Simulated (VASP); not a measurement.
Runs of VASP 6.6.1 on Ti. The structure is that of space group Fm-3m (No. 225), or close to it. The cells are those of the table. 

```csv
task,cell,k mesh for the DOS,occupations for the DOS,gap on the mesh (eV),pressure (GPa)
electric field gradients,"a = 2.832 Å, angles 60.0°, 1 atom",-,-,none,-0.5
single point,"a = 2.852 Å, angles 60.0°, 1 atom",-,-,none,-2.8
single point,"a = 2.909 Å, angles 60.0°, 1 atom",-,-,none,-8.8
electric field gradients,"a = 2.880 Å, angles 60.0°, 1 atom",-,-,none,(a)
```

Alike in all rows: level LDA; potentials or basis VASP PAW LDA potentials, release 64 (Ti_sv); no spin polarisation; k mesh 14 × 14 × 14; cutoff (eV) 520; smearing fermi-dirac 0.05 eV.

Fill in the values left out.

(a) -6.0.

A gap of «none» marks levels without a gap at the run's occupations.
